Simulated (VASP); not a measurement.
Set up this calculation in VASP 6.6.1, as the native input.

```yaml
Task: electric field gradients
Functional: r2SCAN
Potentials_or_basis: VASP PAW PBE potentials, release 64 (B, N)
Cutoff: 520 eV
k_mesh: 16 × 16 × 16
Occupations: fermi-dirac, width 0.03 eV
Spin: no spin polarisation
Dipole_correction: no
Further_INCAR_settings: ALGO = Normal; EDIFF = 1e-08; NBANDS = 11
```

Crystal: BN (zincblende type).

```
CELL_PARAMETERS angstrom
0.00000 1.81235 1.81235
1.81235 0.00000 1.81235
1.81235 1.81235 0.00000
ATOMIC_POSITIONS crystal
B 0.00000 0.00000 0.00000
N 0.25000 0.25000 0.25000
```

One way to write it, as run:

POSCAR

```
BN
1.0
    0.0000000000      1.8123531715      1.8123531715
    1.8123531715      0.0000000000      1.8123531715
    1.8123531715      1.8123531715      0.0000000000
B N
1 1
Direct
    0.0000000000      0.0000000000      0.0000000000
    0.2500000000      0.2500000000      0.2500000000
```

INCAR.step1

```
SYSTEM = BN
  ALGO = Normal
  EDIFF = 1E-4
  ENCUT = 520
  GGA = PE
  ISMEAR = -1
  LASPH = .True.
  LCHARG = .False.
  LREAL = .False.
  LWAVE = .True.
  NBANDS = 11
  NELM = 60
  PREC = Accurate
  SIGMA = 0.03
```

INCAR.step2

```
SYSTEM = BN
  ALGO = Normal
  EDIFF = 1E-8
  ENCUT = 520
  ISIF = 2
  ISMEAR = -1
  ISTART = 1
  LASPH = .True.
  LCHARG = .False.
  LEFG = .True.
  LMIXTAU = .True.
  LREAL = .False.
  LWAVE = .False.
  METAGGA = R2SCAN
  NBANDS = 11
  NELM = 60
  PREC = Accurate
  SIGMA = 0.03
```

KPOINTS

```
k-points
0
Gamma
  16 16 16
  0 0 0
```

Potentials or basis: VASP PAW PBE potentials, release 64 (B, N).

Command:

```bash
$ cat potpaw_PBE.64/B/POTCAR potpaw_PBE.64/N/POTCAR > POTCAR
$ cp INCAR.step1 INCAR
$ mpirun -np 1 vasp_std > vasp.out
$ cp INCAR.step2 INCAR
$ mpirun -np 1 vasp_std > vasp.out
```

It gave:

- Pressure: -3.7 GPa
- Band gap on the k mesh: 4.97 eV, indirect (least direct gap 9.49 eV)

Caveat: without QUAD_EFG the Cq values of the log hold for a quadrupole moment of 1 mb, not for the nuclei; the PAW data sets were made with another functional, which shifts forces and pressure a little.

Wall time 2.2 min on 1 thread of AMD EPYC 9R45 (shared host), peak memory 0.1 GiB.
